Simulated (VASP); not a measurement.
Wanted: the native input for a VASP 6.6.1 run.

| Item | Value |
| --- | --- |
| Task | electric field gradients |
| Functional | PBE |
| Potentials or basis | VASP PAW PBE potentials, release 64 (Zn, S) |
| Cutoff | 520 eV |
| k mesh | 8 × 8 × 8 |
| Occupations | fermi-dirac, width 0.01 eV |
| Spin | no spin polarisation |
| Dipole correction | no |
| Further INCAR settings | ALGO = Normal; EDIFF = 1e-08; NBANDS = 16 |

The structure of ZnS lies in POSCAR:

```
ZnS
1.0
    0.0000000000      2.7046500000      2.7046500000
    2.7046500000      0.0000000000      2.7046500000
    2.7046500000      2.7046500000      0.0000000000
Zn S
1 1
Direct
    0.0000000000      0.0000000000      0.0313730057
    0.7500000000      0.7500000000      0.7500000000
```

This cell differs from its parent crystal: atom 1 (Zn) moved by [0.084853, 0.084853, 0.0] A.

The input as run:

INCAR

```
SYSTEM = ZnS
ALGO = Normal
EDIFF = 1E-8
ENCUT = 520
GGA = PE
ISIF = 2
ISMEAR = -1
LASPH = .TRUE.
LCHARG = .FALSE.
LEFG = .TRUE.
LREAL = .FALSE.
LWAVE = .FALSE.
NBANDS = 16
NELM = 60
PREC = Accurate
SIGMA = 0.01
```

KPOINTS

```
k-points
0
G
  8 8 8
  0 0 0
```

Potentials or basis: VASP PAW PBE potentials, release 64 (Zn, S).

Run with:

```sh
$ cat potpaw_PBE.64/Zn/POTCAR potpaw_PBE.64/S/POTCAR > POTCAR
$ mpirun -np 1 vasp_std > vasp.out
```

Results of the run:

```
Pressure                                : 2.0 GPa
Largest force                           : 0.728 eV/Å
Band gap on the k mesh                  : 2.03 eV
Largest electric field gradient by atom : Zn -32.3; S -12.6 V/Å²
```

Caveat: the cell differs from its parent crystal (atom 1 (Zn) moved by [0.084853, 0.084853, 0.0] A); without QUAD_EFG the Cq values of the log hold for a quadrupole moment of 1 mb, not for the nuclei.

Wall time 2.2 min on 1 thread of Intel Xeon 8259CL, with other jobs on the host, peak memory 0.23 GiB.
